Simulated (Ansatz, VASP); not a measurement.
# ZrB2: VASP beside Ansatz

Contents of INCAR:

```
SYSTEM = ZrB2
PREC = Accurate
ENCUT = 520
EDIFF = 1E-6
ISMEAR = -1
SIGMA = 0.05
LREAL = .False.
LASPH = .True.
NELM = 60
ALGO = Normal
ISIF = 2
LWAVE = .False.
LCHARG = .True.
GGA = PE
LELF = .True.
LVHAR = .True.
NBANDS = 16
```

The input KPOINTS:

```
regular mesh
0
Gamma
  8 8 6
  0 0 0
```

The input POSCAR:

```
ZrB2
1.0
    3.1700000000      0.0000000000      0.0000000000
   -1.5850000000      2.7453005300      0.0000000000
    0.0000000000      0.0000000000      3.5683300000
Zr B
1 2
Direct
    0.0000000000      0.0000000000      0.0000000000
    0.6666666667      0.3333333333      0.5000000000
    0.3333333333      0.6666666667      0.5000000000
```

input.yaml

```yaml
crystal:
  lattice:
    - [3.17, 0.0, 0.0]
    - [-1.585, 2.74530053, 0.0]
    - [0.0, 0.0, 3.56833]
  atoms:
    - { symbol: Zr, position: [0.0, 0.0, 0.0] }
    - { symbol: B, position: [0.6666666667, 0.3333333333, 0.5] }
    - { symbol: B, position: [0.3333333333, 0.6666666667, 0.5] }
hamiltonian:
  xc: pbe
  pseudopotentials: { kind: paw }
kpoints:
  mp_grid: { grid: [8, 8, 6] }
  band_path:
    path:
      - [[0.0, 0.0, 0.0], [0.5, 0.0, 0.0], [0.3333333333, 0.3333333333, 0.0], [0.0, 0.0, 0.0], [0.0, 0.0, 0.5], [0.5, 0.0, 0.5], [0.3333333333, 0.3333333333, 0.5], [0.0, 0.0, 0.5]]
      - [[0.5, 0.0, 0.5], [0.5, 0.0, 0.0]]
      - [[0.3333333333, 0.3333333333, 0.0], [0.3333333333, 0.3333333333, 0.5]]
    npoints: 14
scf:
  occupations: { method: fermi_dirac, width: 0.05 }
  n_extra_bands: 7
output:
  forces: true
  stress: true
  eigenvalues: true
  fatbands: true
  write_density: true
  write_potential: true
  elf: true
  volumetric_format: npy
```

Alike in both runs: functional PBE; k mesh 8 × 8 × 6; occupations fermi-dirac, width 0.05 eV; no spin polarisation.

|  | VASP | Ansatz |
| --- | --- | --- |
| version | VASP 6.6.1 | Ansatz 0.2.0 |
| potentials or method | VASP PAW PBE potentials, release 64 (Zr_sv, B) | Ansatz PAW |
| plane-wave cutoff (eV) | 520 | 420 |
| valence electrons in the cell | 18 | 18 |
| task | single point | band structure |

|  | VASP | Ansatz | Ansatz less VASP |
| --- | --- | --- | --- |
| gap on the k mesh at the Fermi level (eV) | none | none | - |
| pressure (GPa) | -1.3 | -1.4 | -0.13 |
| traceless stress, the component that is largest in VASP (GPa) | -1.66 | -1.71 | -0.042 |

A gap of «none» marks a metal or a gap that the smearing closes. The functional is the same, so the differences come from potentials, cutoffs and numerics.
